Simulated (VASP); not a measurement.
# Mg8Si4H (a cell with a defect) in VASP: single point with PBE

Aim: the single point of Mg8Si4H (a cell with a defect) with PBE.

All numbers are computed with VASP 6.6.1; they aren't measurements. Logs are shortened: lines on timing, memory, paths and dates and some standing lists are left out, and cuts for length are marked.

## 1. The cell of the first run

The cell holds a defect, 13 atoms: a = 6.391 Å, b = 6.391 Å, c = 6.391 Å, α = 90.00°, β = 90.00°, γ = 90.00°.

## 2. Single point, PBE

Input file INCAR:

```
ALGO = Normal
EDIFF = 1E-6
ENCUT = 520
GGA = PE
ISIF = 2
ISMEAR = 0
LASPH = True
LCHARG = False
LREAL = False
LWAVE = False
NBANDS = 28
NELM = 100
PREC = Accurate
SIGMA = 0.1
```

Input file KPOINTS:

```
k-points
0
Gamma
  3 3 3
```

Input file POSCAR:

```
Mg8Si4H
1.0
    6.3910000000      0.0000000000      0.0000000000
    0.0000000000      6.3910000000      0.0000000000
    0.0000000000      0.0000000000      6.3910000000
Mg Si H
8 4 1
Direct
    0.2475133782      0.2433542482      0.2497141292
    0.7441334689      0.7466136755      0.7504529808
    0.7439946800      0.7468815522      0.2497133469
    0.2472828978      0.2434795807      0.7504478172
    0.7444581443      0.2437668596      0.7508679393
    0.2470067282      0.7464047880      0.2530691598
    0.2471560006      0.7465390393      0.7473348459
    0.7448025348      0.2441502112      0.2498374276
    0.0044561102     -0.0129790330      0.0001826005
    0.4876354248      0.5038267877      0.0001897982
    0.4967850102     -0.0038738852      0.5001702394
   -0.0063692693      0.4929834142      0.5001836958
    0.6215687686      0.1210214364      0.0012605226
```

Potentials or basis: VASP PAW PBE potentials, release 64 (Mg, Si, H).

Run with:

```bash
$ cat potpaw_PBE.64/Mg/POTCAR potpaw_PBE.64/Si/POTCAR potpaw_PBE.64/H/POTCAR > POTCAR
$ mpirun -np 1 vasp_std > vasp.out
```

OUTCAR:

```text
EDIFF = 1E-6
   ENCUT = 520
   GGA = PE
   ISIF = 2
   ISMEAR = 0
   LASPH = True
   LREAL = False
   NELM = 100
   PREC = Accurate

 ion  position               nearest neighbor table
   1  0.248  0.243  0.250-  11 2.76   9 2.76  10 2.77  12 2.78   6 3.18   8 3.18   4 3.19   4 3.20
                             8 3.21   6 3.22
   2  0.744  0.747  0.750-  11 2.76  10 2.76   9 2.77  12 2.78   7 3.18   5 3.18   3 3.19   3 3.20
                             5 3.21   7 3.21
   3  0.744  0.747  0.250-  11 2.76  10 2.76   9 2.77  12 2.78   6 3.18   8 3.18   2 3.19   2 3.20
                             8 3.21   6 3.21
   4  0.247  0.243  0.750-  11 2.76   9 2.76  10 2.77  12 2.78   7 3.18   5 3.18   1 3.19   1 3.20
                             5 3.21   7 3.22
   5  0.744  0.244  0.751-  13 1.95  11 2.75  12 2.76   9 2.83  10 2.83   2 3.18   4 3.18   8 3.19
                             8 3.20   4 3.21   2 3.21
   6  0.247  0.746  0.253-   9 2.72  10 2.72  11 2.75  12 2.78   7 3.16   1 3.18   3 3.18   3 3.21
                             1 3.22   7 3.23
   7  0.247  0.747  0.747-   9 2.72  10 2.72  11 2.75  12 2.78   6 3.16   4 3.18   2 3.18   2 3.21
                             4 3.22   6 3.23
   8  0.745  0.244  0.250-  13 1.94  11 2.75  12 2.76   9 2.83  10 2.83   3 3.18   1 3.18   5 3.19
                             5 3.20   1 3.21   3 3.21
   9  0.004  0.987  0.000-   7 2.72   6 2.72   1 2.76   4 2.76   3 2.77   2 2.77   5 2.83   8 2.83

  10  0.488  0.504  0.000-   7 2.72   6 2.72   3 2.76   2 2.76   1 2.77   4 2.77   5 2.83   8 2.83

  11  0.497  0.996  0.500-   5 2.75   8 2.75   7 2.75   6 2.75   3 2.76   1 2.76   4 2.76   2 2.76

  12  0.994  0.493  0.500-   8 2.76   5 2.76   2 2.78   4 2.78   6 2.78   1 2.78   3 2.78   7 2.78

  13  0.622  0.121  0.001-   8 1.94   5 1.95

  LATTYP: Found a simple cubic cell.
 ALAT       =     6.3910000000

  Lattice vectors:

 A1 = (   6.3910000000,   0.0000000000,   0.0000000000)
 A2 = (   0.0000000000,   6.3910000000,   0.0000000000)
 A3 = (   0.0000000000,   0.0000000000,   6.3910000000)

Analysis of symmetry for initial positions (statically):
=====================================================================
 Subroutine PRICEL returns:
 Original cell was already a primitive cell.

 Routine SETGRP: Setting up the symmetry group for a
 simple cubic supercell.

 Subroutine GETGRP returns: Found  1 space group operations
[... 138 lines left out ...]
   PSTRESS=    0.0 pullay stress
   NELECT =      33.0000    total number of electrons
   NUPDOWN=      -1.0000    fix difference up-down
   EMIN   =  10.00;   EMAX   =-10.00  energy-range for DOS
   EFERMI =   0.00;   METHOD = LEGACY
   ISMEAR =     0;   SIGMA  =   0.10  broadening in eV -4-tet -1-fermi 0-gaus
   EFERMI_NEDOS =   21; number of points for ismear=-14 and -15
   IALGO  =     38    algorithm
   IMIX   =      4    mixing-type and parameters
     AMIX     =   0.40;   BMIX     =  1.00
     AMIX_MAG =   1.60;   BMIX_MAG =  1.00
  volume/ion in A,a.u.               =      20.08       135.51
  Fermi-wavevector in a.u.,A,eV,Ry     =   0.821632  1.552659  9.185009  0.675079
  Thomas-Fermi vector in A             =   1.932825
   LORBIT       =      0    0 simple, 1 ext, 2 COOP (PROOUT), +10 PAW based schemes
   GGA     = PE    functional components
   LHFCALC =     F    Hartree Fock is set to
   AEXX    =    0.0000 exact exchange contribution
   IVDW    =     0    specifies the selected vdW correction
   LEPSILON=     F    determine dielectric tensor
   LRPA    =     F    only Hartree local field effects (RPA)
 non-spin polarized calculation
 Gauss-broadening in eV      SIGMA  =   0.10
  energy-cutoff  :      520.00
  volume of cell :      261.04
 maximum number of plane-waves:      7075
   NGX = 23   NGY = 23   NGZ = 23

 number of electron      33.0000000 magnetization

 Free energy of the ion-electron system (eV)
  ---------------------------------------------------
  ext. energy  EPLUGINS =         0.00000000
  ---------------------------------------------------
  free energy    TOTEN  =       -37.68054945 eV

  energy without entropy =      -37.66329404  energy(sigma->0) =      -37.67192175

 E-fermi :   3.5300     XC(G=0):  -8.8046

 val. band max:        3.4586096153   @ k =   0.0000   0.0000   0.0000
 cond. band min:       3.5972944725   @ k =   0.3333   0.0000   0.3333
 fundamental gap:      0.1386848572
 Fermi energy:         3.5300483923

 k-point     1 :       0.0000    0.0000    0.0000
  band No.  band energies     occupation
      1      -5.6668      2.00000
      2      -3.7204      2.00000
      3      -3.6711      2.00000
      4      -3.5938      2.00000
      5      -1.5968      2.00000
      6      -0.8929      2.00000
[... 423 lines left out ...]
     27       6.9936      0.00000
     28       7.0035      0.00000

------------------------ aborting loop because EDIFF is reached ----------------------------------------

  FORCE on cell =-STRESS in cart. coord.  units (eV):
  Direction    XX          YY          ZZ          XY          YZ          ZX
  --------------------------------------------------------------------------------------
  -------------------------------------------------------------------------------------
  Total       -0.5764458     -0.5784728     -0.5160530     -1.2500731      0.0004144      0.0000471
  in kB       -3.5380390     -3.5504799     -3.1673674     -7.6725465      0.0025433      0.0002888
  external PRESSURE =      -3.4186288 kB  Pullay stress =       0.0000000 kB

 VOLUME and BASIS-vectors are now :
 -----------------------------------------------------------------------------
  energy-cutoff  :      520.00
  volume of cell :      261.04
      direct lattice vectors                 reciprocal lattice vectors
     6.391000000  0.000000000  0.000000000     0.156470036  0.000000000  0.000000000
     0.000000000  6.391000000  0.000000000     0.000000000  0.156470036  0.000000000
     0.000000000  0.000000000  6.391000000     0.000000000  0.000000000  0.156470036

 POSITION                                       TOTAL-FORCE (eV/Angst)
 -----------------------------------------------------------------------------------
      1.58186      1.55528      1.59592         0.007841      0.005322     -0.006773
      4.75576      4.77161      4.79615         0.003502      0.006934      0.008083
      4.75487      4.77332      1.59592         0.004923      0.007225     -0.006875
      1.58038      1.55608      4.79611         0.007210      0.004136      0.008097
      4.75783      1.55791      4.79880         0.001673      0.002579     -0.002702
      1.57862      4.77027      1.61737         0.005580      0.004759     -0.004648
      1.57957      4.77113      4.77622         0.005356      0.004672      0.004385
      4.76003      1.56036      1.59671         0.003319      0.003815      0.014702
      0.02848      6.30805      0.00117        -0.014965     -0.017278     -0.002061
      3.11648      3.21996      0.00121        -0.016701     -0.015319     -0.002189
      3.17495      6.36624      3.19659         0.009462      0.009723      0.003572
      6.35029      3.15066      3.19667        -0.025454     -0.025358      0.000215
      3.97245      0.77345      0.00806         0.008255      0.008790     -0.013807
 -----------------------------------------------------------------------------------
    total drift:                               -0.000139     -0.000141      0.000026

  FREE ENERGIE OF THE ION-ELECTRON SYSTEM (eV)
  ---------------------------------------------------
  free  energy   TOTEN  =       -37.6805494492 eV

  energy  without entropy=      -37.6632940421  energy(sigma->0) =      -37.67192175
```

Wall time 97 s (1 thread of Intel Xeon Platinum 8488C (Sapphire Rapids), shared host); peak memory 0.36 GiB.

What came out:

```yaml
Free_energy: -37.6805 eV
Pressure: -0.3 GPa
Largest_force: 0.036 eV/Å
```

Forces in eV/Å, atoms in the order of the input:
```
Mg   0.008  0.005 -0.007
Mg   0.004  0.007  0.008
Mg   0.005  0.007 -0.007
Mg   0.007  0.004  0.008
Mg   0.002  0.003 -0.003
Mg   0.006  0.005 -0.005
Mg   0.005  0.005  0.004
Mg   0.003  0.004  0.015
Si  -0.015 -0.017 -0.002
Si  -0.017 -0.015 -0.002
Si   0.009  0.010  0.004
Si  -0.025 -0.025  0.000
H    0.008  0.009 -0.014
```

Levels at points of the mesh, in eV from the Fermi level:
| k point | band 13 | band 14 | band 15 | band 16 | band 17 | band 18 | band 19 | band 20 |
| --- | --- | --- | --- | --- | --- | --- | --- | --- |
| (0.00, 0.00, 0.00) | -1.93 | -1.28 | -0.09 | -0.08 | -0.07 | 0.18 | 0.23 | 0.30 |
